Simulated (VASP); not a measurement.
# Li2Se (Fm-3m) in VASP: a series of runs

Aim: see how the results for Li2Se move with the level of theory and the settings. Levels: PBE-based screened hybrid with 50 % exact exchange, PBE-based screened hybrid with 20 % exact exchange. Tasks: single point.

Everything below comes from runs of VASP 6.6.1. Logs are shortened: lines on timing, memory, paths and dates and some standing lists are left out, and cuts for length are marked.

**1. The cell of the first run**

It takes space group Fm-3m (No. 225, cubic). The conventional cell has a = 5.987 Å, b = 5.987 Å, c = 5.987 Å, α = 90.00°, β = 90.00°, γ = 90.00°. Se (site symmetry m-3m) has 8 Li at 2.59 Å within 3.4 Å. Li (site symmetry -43m) has 4 Se at 2.59 Å and 6 Li at 2.99 Å within 3.4 Å.

**2. Single point, PBE-based screened hybrid with 50 % exact exchange**

The input, POSCAR:

```
Li2Se
1.0
    0.0000000000      2.9935210596      2.9935210596
    2.9935210596      0.0000000000      2.9935210596
    2.9935210596      2.9935210596      0.0000000000
Se Li
1 2
Direct
    0.0000000000      0.0000000000      0.0000000000
    0.2500000000      0.2500000000      0.2500000000
    0.7500000000      0.7500000000      0.7500000000
```

The input, INCAR.step1:

```
SYSTEM = Li2Se
  PREC = Accurate
  ENCUT = 650
  EDIFF = 1E-5
  ISMEAR = 0
  SIGMA = 0.01
  LREAL = .False.
  LASPH = .True.
  NELM = 120
  ALGO = Normal
  ISIF = 2
  LWAVE = .True.
  LCHARG = .False.
  NBANDS = 13
  GGA = PE
  GGA_COMPAT = .False.
```

The input, INCAR.step2:

```
SYSTEM = Li2Se
  PREC = Accurate
  ENCUT = 650
  EDIFF = 1E-6
  ISMEAR = 0
  SIGMA = 0.01
  LREAL = .False.
  LASPH = .True.
  NELM = 120
  ALGO = Normal
  ISIF = 2
  LWAVE = .False.
  LCHARG = .False.
  GGA = PE
  LHFCALC = .True.
  AEXX = 0.5
  HFSCREEN = 0.3
  PRECFOCK = Normal
  NBANDS = 13
  ISTART = 1
  GGA_COMPAT = .False.
```

The input, KPOINTS:

```
Automatic mesh
0
Gamma
  4 4 4
  0 0 0
```

Potentials or basis: VASP PAW PBE potentials, release 64 (Se, Li_sv).

Command:

```console
$ cat potpaw_PBE.64/Se/POTCAR potpaw_PBE.64/Li_sv/POTCAR > POTCAR
$ cp INCAR.step1 INCAR
$ mpirun -np 1 vasp_std > vasp.out
$ cp INCAR.step2 INCAR
$ mpirun -np 1 vasp_std > vasp.out
```

OUTCAR:

```text
SYSTEM = Li2Se
   PREC = Accurate
   ENCUT = 650
   EDIFF = 1E-6
   ISMEAR = 0
   LREAL = .False.
   LASPH = .True.
   NELM = 120
   ISIF = 2
   GGA = PE
   LHFCALC = .True.
   AEXX = 0.5
   HFSCREEN = 0.3
   PRECFOCK = Normal
   ISTART = 1

 ion  position               nearest neighbor table
   1  0.000  0.000  0.000-   2 2.59   3 2.59   3 2.59   3 2.59   3 2.59   2 2.59   2 2.59   2 2.59

   2  0.250  0.250  0.250-   1 2.59   1 2.59   1 2.59   1 2.59
   3  0.750  0.750  0.750-   1 2.59   1 2.59   1 2.59   1 2.59

  LATTYP: Found a face centered cubic cell.
 ALAT       =     5.9870421192

  Lattice vectors:

 A1 = (   0.0000000000,   2.9935210596,   2.9935210596)
 A2 = (   2.9935210596,   0.0000000000,   2.9935210596)
 A3 = (   2.9935210596,   2.9935210596,   0.0000000000)

Analysis of symmetry for initial positions (statically):
=====================================================================
 Subroutine PRICEL returns:
 Original cell was already a primitive cell.

 Routine SETGRP: Setting up the symmetry group for a
 face centered cubic supercell.

 Subroutine GETGRP returns: Found 48 space group operations
 (whereof 48 operations were pure point group operations)
 out of a pool of 48 trial point group operations.

The static configuration has the point symmetry O_h .

Analysis of symmetry for dynamics (positions and initial velocities):
=====================================================================
 Subroutine PRICEL returns:
 Original cell was already a primitive cell.

 Routine SETGRP: Setting up the symmetry group for a
 face centered cubic supercell.

 Subroutine GETGRP returns: Found 48 space group operations
 (whereof 48 operations were pure point group operations)
 out of a pool of 48 trial point group operations.

The dynamic configuration has the point symmetry O_h .

 Subroutine INISYM returns: Found 48 space group operations
 (whereof 48 operations are pure point group operations),
 and found     1 'primitive' translations

----------------------------------------------------------------------------------------

                                     Primitive cell

  volume of cell :      53.6509

  direct lattice vectors                    reciprocal lattice vectors
     0.000000000  2.993521060  2.993521060    -0.167027387  0.167027387  0.167027387
     2.993521060  0.000000000  2.993521060     0.167027387 -0.167027387  0.167027387
     2.993521060  2.993521060  0.000000000     0.167027387  0.167027387 -0.167027387

  length of vectors
     4.233478082  4.233478082  4.233478082     0.289299920  0.289299920  0.289299920

  position of ions in fractional coordinates (direct lattice)
     0.000000000  0.000000000  0.000000000
     0.250000000  0.250000000  0.250000000
     0.750000000  0.750000000  0.750000000

  ion indices of the primitive-cell ions
   primitive index   ion index
                 1           1
                 2           2
                 3           3

----------------------------------------------------------------------------------------

 KPOINTS: Automatic mesh

Automatic generation of k-mesh.
 Grid dimensions read from file:
 generate k-points for:    4    4    4

 Generating k-lattice:

  Cartesian coordinates                     Fractional coordinates (reciprocal lattice)
    -0.041756847  0.041756847  0.041756847     0.250000000  0.000000000  0.000000000
     0.041756847 -0.041756847  0.041756847     0.000000000  0.250000000  0.000000000
     0.041756847  0.041756847 -0.041756847     0.000000000  0.000000000  0.250000000

  Length of vectors
     0.072324980  0.072324980  0.072324980

  Shift w.r.t. Gamma in fractional coordinates (k-lattice)
     0.000000000  0.000000000  0.000000000

 Subroutine IBZKPT returns following result:
 ===========================================

 Found      8 irreducible k-points:

 Following reciprocal coordinates:
            Coordinates               Weight
  0.000000  0.000000  0.000000      1.000000
  0.250000  0.000000  0.000000      8.000000
  0.500000  0.000000  0.000000      4.000000
  0.250000  0.250000  0.000000      6.000000
  0.500000  0.250000  0.000000     24.000000
 -0.250000  0.250000  0.000000     12.000000
  0.500000  0.500000  0.000000      3.000000
 -0.250000  0.500000  0.250000      6.000000
   k-points           NKPTS =      8   k-points in BZ     NKDIM =     64   number of bands    NBANDS=     13
   number of dos      NEDOS =    301   number of ions     NIONS =      3
   total plane-waves  NPLWV =  46656
   dimension x,y,z NGX =    36 NGY =   36 NGZ =   36
   dimension x,y,z NGXF=    72 NGYF=   72 NGZF=   72
   ions per type =               1   2
   NGX,Y,Z   is equivalent  to a cutoff of  14.14, 14.14, 14.14 a.u.
   NGXF,Y,Z  is equivalent  to a cutoff of  28.27, 28.27, 28.27 a.u.
 SYSTEM =  Li2Se
   PREC   = accura    normal or accurate (medium, high low for compatibility)
   ISTART =      1    job   : 0-new  1-cont  2-samecut
   ICHARG =      0    charge: 1-file 2-atom 10-const
   ISPIN  =      1    spin polarized calculation?
   LNONCOLLINEAR =      F non collinear calculations
   LSORBIT =      F    spin-orbit coupling
   LASPH  =      T    aspherical Exc in radial PAW
   ENCUT  =  650.0 eV  47.77 Ry    6.91 a.u.   8.80  8.80  8.80*2*pi/ulx,y,z
   NELM   =    120;   NELMIN=  2; NELMDL=  0     # of ELM steps
   EDIFF  = 0.1E-05   stopping-criterion for ELM
   LREAL  =      F    real-space projection
   EDIFFG = 0.1E-04   stopping-criterion for IOM
   NSW    =      0    number of steps for IOM
   IBRION =     -1    ionic relax: 0-MD 1-quasi-New 2-CG
   NFREE  =      0    steps in history (QN), initial steepest desc. (CG)
   ISIF   =      2    stress and relaxation
   ISYM   =      3    0-nonsym 1-usesym 2-fastsym
   POTIM  = 0.5000    time-step for ionic-motion
   TEBEG  =    0.0;   TEEND  =   0.0 temperature during run
   PSTRESS=    0.0 pullay stress
   NELECT =      12.0000    total number of electrons
   NUPDOWN=      -1.0000    fix difference up-down
   EMIN   =  10.00;   EMAX   =-10.00  energy-range for DOS
   EFERMI =   0.00;   METHOD = LEGACY
   ISMEAR =     0;   SIGMA  =   0.01  broadening in eV -4-tet -1-fermi 0-gaus
   EFERMI_NEDOS =   21; number of points for ismear=-14 and -15
   IALGO  =     38    algorithm
   IMIX   =      1    mixing-type and parameters
     AMIX     =   0.40;   BMIX     =  1.00
     AMIX_MAG =   1.60;   BMIX_MAG =  1.00
  volume/ion in A,a.u.               =      17.88       120.68
  Fermi-wavevector in a.u.,A,eV,Ry     =   0.993748  1.877911 13.436230  0.987535
  Thomas-Fermi vector in A             =   2.125651
   LORBIT       =      0    0 simple, 1 ext, 2 COOP (PROOUT), +10 PAW based schemes
   GGA     = PE    functional components
   LHFCALC =     T    Hartree Fock is set to
   PRECFOCK=normal    Normal, Fast or Accurate (Low or Medium for compatibility)
   ENCUT4O =  -1.0   cutoff for four orbital integrals eV
   NKREDX  =     1    reduce k-point grid by
   NKREDY  =     1    reduce k-point grid by
   NKREDZ  =     1    reduce k-point grid by
   AEXX    =    0.5000 exact exchange contribution
   HFSCREEN=    0.3000 screening length (either q_TF or 0.3 A-1)
   HFSCREENC=   0.3000 screening length for correlation (either q_TF or 0.3 A-1)
   ENCUTFOCK=  -1.0 apply spherical cutoff to Coloumb kernel
   IVDW    =     0    specifies the selected vdW correction
   LEPSILON=     F    determine dielectric tensor
   LRPA    =     F    only Hartree local field effects (RPA)
 non-spin polarized calculation
 Gauss-broadening in eV      SIGMA  =   0.01
  energy-cutoff  :      650.00
  volume of cell :       53.65
 maximum number of plane-waves:      2044
  NGX = 28; NGY = 28; NGZ = 28

 number of electron      11.9999994 magnetization

 Free energy of the ion-electron system (eV)
  ---------------------------------------------------
  ext. energy  EPLUGINS =         0.00000000
  ---------------------------------------------------
  free energy    TOTEN  =       -13.48305728 eV

  energy without entropy =      -13.48305728  energy(sigma->0) =      -13.48305728

 E-fermi :   0.0483     XC(G=0):  -5.8672

 val. band max:       -0.0439107779   @ k =   0.0000   0.0000   0.0000
 cond. band min:       4.3064743934   @ k =   0.5000   0.5000   0.0000
 fundamental gap:      4.3503851713
 Fermi energy:         0.0482530906

 k-point     1 :       0.0000    0.0000    0.0000
  band No.  band energies     occupation
      1     -50.7076      2.00000
      2     -50.6807      2.00000
      3     -13.4282      2.00000
      4      -0.0439      2.00000
      5      -0.0439      2.00000
      6      -0.0439      2.00000
      7       4.9715      0.00000
      8       7.2624      0.00000
      9       7.2624      0.00000
     10       7.2624      0.00000
     11      12.4566      0.00000
     12      12.4566      0.00000
     13      12.8855      0.00000

 k-point     2 :       0.2500    0.0000    0.0000
  band No.  band energies     occupation
      1     -50.7033      2.00000
      2     -50.6843      2.00000
      3     -13.1978      2.00000
      4      -1.9898      2.00000
      5      -0.3622      2.00000
      6      -0.3622      2.00000
      7       6.1684      0.00000
      8       7.8330      0.00000
      9       7.8330      0.00000
     10       8.6225      0.00000
     11      10.8546      0.00000
     12      10.8546      0.00000
     13      13.3601      0.00000
[... 65 lines left out ...]
 k-point     7 :       0.5000    0.5000    0.0000
  band No.  band energies     occupation
      1     -50.6979      2.00000
      2     -50.6884      2.00000
      3     -12.7876      2.00000
      4      -2.6899      2.00000
      5      -1.6507      2.00000
      6      -1.6507      2.00000
      7       4.3065      0.00000
      8       7.7645      0.00000
      9      12.4673      0.00000
     10      12.4673      0.00000
     11      13.7310      0.00000
     12      13.9531      0.00000
     13      13.9531      0.00000

 k-point     8 :      -0.2500    0.5000    0.2500
  band No.  band energies     occupation
      1     -50.6930      2.00000
      2     -50.6930      2.00000
      3     -12.7787      2.00000
      4      -2.2188      2.00000
      5      -2.2188      2.00000
      6      -1.9538      2.00000
      7       6.5620      0.00000
      8       8.2008      0.00000
      9       9.8509      0.00000
     10       9.8509      0.00000
     11      13.2917      0.00000
     12      13.2917      0.00000
     13      14.2037      0.00000

------------------------ aborting loop because EDIFF is reached ----------------------------------------

  FORCE on cell =-STRESS in cart. coord.  units (eV):
  Direction    XX          YY          ZZ          XY          YZ          ZX
  --------------------------------------------------------------------------------------
  -------------------------------------------------------------------------------------
  Total       -0.3685140     -0.3685140     -0.3685140      0.0000000     -0.0000000      0.0000000
  in kB      -11.0049400    -11.0049400    -11.0049400      0.0000000     -0.0000000      0.0000000
  external PRESSURE =     -11.0049400 kB  Pullay stress =       0.0000000 kB

 VOLUME and BASIS-vectors are now :
 -----------------------------------------------------------------------------
  energy-cutoff  :      650.00
  volume of cell :       53.65
      direct lattice vectors                 reciprocal lattice vectors
     0.000000000  2.993521060  2.993521060    -0.167027387  0.167027387  0.167027387
     2.993521060  0.000000000  2.993521060     0.167027387 -0.167027387  0.167027387
     2.993521060  2.993521060  0.000000000     0.167027387  0.167027387 -0.167027387

 POSITION                                       TOTAL-FORCE (eV/Angst)
 -----------------------------------------------------------------------------------
      0.00000      0.00000      0.00000        -0.000000     -0.000000      0.000000
      1.49676      1.49676      1.49676        -0.000000      0.000000     -0.000000
      4.49028      4.49028      4.49028         0.000000     -0.000000      0.000000
 -----------------------------------------------------------------------------------
    total drift:                                0.000001     -0.000001     -0.000002

  FREE ENERGIE OF THE ION-ELECTRON SYSTEM (eV)
  ---------------------------------------------------
  free  energy   TOTEN  =       -13.4830572818 eV

  energy  without entropy=      -13.4830572818  energy(sigma->0) =      -13.48305728
```

Wall time 12 min (1 thread of Intel Xeon 8259CL, shared host); peak memory 0.32 GiB.

Results:

```
Free energy            : -13.4831 eV
Pressure               : -1.1 GPa
Band gap on the k mesh : 4.35 eV (least direct gap 5.02 eV)
```

Caveat: the k points lie up to 0.45 Å⁻¹ apart; the PAW data sets were made with another functional, which shifts forces and pressure a little. A k mesh can miss the band edges.

**3. Single point, PBE-based screened hybrid with 20 % exact exchange**

POSCAR is that of step 2.

The input, INCAR.step1:

```
SYSTEM = Li2Se
PREC     = Accurate       ! precision mode
ENCUT    = 650            ! plane-wave cutoff, eV
EDIFF    = 1E-5           ! SCF threshold, eV
ISMEAR   = 0              ! smearing method
SIGMA    = 0.01           ! smearing width, eV
LREAL    = .FALSE.        ! projectors in reciprocal space
LASPH    = .TRUE.         ! aspherical terms in the spheres
NELM     = 120            ! most SCF steps
ALGO     = Normal         ! electronic algorithm
ISIF     = 2              ! what is computed and relaxed
LWAVE    = .TRUE.         ! write WAVECAR
LCHARG   = .FALSE.        ! write CHGCAR
NBANDS   = 13             ! bands
GGA      = PE             ! functional
GGA_COMPAT= .FALSE.
```

The input, INCAR.step2:

```
SYSTEM = Li2Se
PREC     = Accurate       ! precision mode
ENCUT    = 650            ! plane-wave cutoff, eV
EDIFF    = 1E-6           ! SCF threshold, eV
ISMEAR   = 0              ! smearing method
SIGMA    = 0.01           ! smearing width, eV
LREAL    = .FALSE.        ! projectors in reciprocal space
LASPH    = .TRUE.         ! aspherical terms in the spheres
NELM     = 120            ! most SCF steps
ALGO     = Normal         ! electronic algorithm
ISIF     = 2              ! what is computed and relaxed
LWAVE    = .FALSE.        ! write WAVECAR
LCHARG   = .FALSE.        ! write CHGCAR
GGA      = PE             ! functional
LHFCALC  = .TRUE.         ! exact exchange
AEXX     = 0.2            ! exact-exchange fraction
HFSCREEN = 0.2078         ! screening, 1/A
PRECFOCK = Normal       
NBANDS   = 13             ! bands
ISTART   = 1            
GGA_COMPAT= .FALSE.
```

The input, KPOINTS:

```
regular mesh
0
G
  4 4 4
  0 0 0
```

Potentials or basis: VASP PAW PBE potentials, release 64 (Se, Li_sv).

Command:

```console
$ cat potpaw_PBE.64/Se/POTCAR potpaw_PBE.64/Li_sv/POTCAR > POTCAR
$ cp INCAR.step1 INCAR
$ mpirun -np 1 vasp_std > vasp.out
$ cp INCAR.step2 INCAR
$ mpirun -np 1 vasp_std > vasp.out
```

Run time: 10 min. Hardware: 1 thread of Intel Xeon 8259CL, shared host; peak memory 0.32 GiB.

It converged, with:

```
Free energy            : -12.2624 eV
Pressure               : -0.3 GPa
Band gap on the k mesh : 3.65 eV (least direct gap 4.20 eV)
```

Levels at points of the mesh, in eV from the valence-band top:
```
           k point  band 3  band 4  band 5  band 6  band 7  band 8  band 9  band 10
(0.00, 0.00, 0.00)  -12.27    0.00    0.00    0.00    4.20    6.46    6.46     6.46
(0.50, 0.00, 0.00)  -11.85   -3.14   -0.56   -0.56    5.98    6.78    6.78     8.85
(0.50, 0.50, 0.00)  -11.72   -2.48   -1.54   -1.54    3.65    7.01   11.42    11.42
```

Caveat: the k points lie up to 0.45 Å⁻¹ apart; the PAW data sets were made with another functional, which shifts forces and pressure a little.
